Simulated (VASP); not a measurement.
Runs of VASP 6.6.1 on Al. The structure is that of space group Pm-3m (No. 221), or close to it. The cells are those of the table. 

| task | cell | k mesh | cutoff (eV) | gap on the mesh (eV) | pressure (GPa) |
| --- | --- | --- | --- | --- | --- |
| single point | a = 2.841 Å, 1 atom | 13 × 13 × 13 | 520 | none | (a) |
| single point | a = 2.771 Å, 1 atom | 13 × 13 × 13 | 520 | none | -2.1 |
| relaxation of cell and atoms | relaxed from a = 2.617 Å, 1 atom | 12 × 12 × 12 | 600 | none | 0.1 |
| single point | a = 2.660 Å, 1 atom | 13 × 13 × 13 | 520 | none | 5.4 |
| single point | a = 2.735 Å, 1 atom | 12 × 12 × 12 | 520 | none | -0.1 |

Alike in all rows: level revPBE; potentials or basis VASP PAW PBE potentials, release 64 (Al); no spin polarisation; smearing fermi-dirac 0.1 eV.

Q: Estimate the missing entries.

A: (a) -4.9.

Caveats: the PAW data sets were made with another functional, which shifts forces and pressure a little.

A gap of «none» marks levels without a gap at the run's occupations.
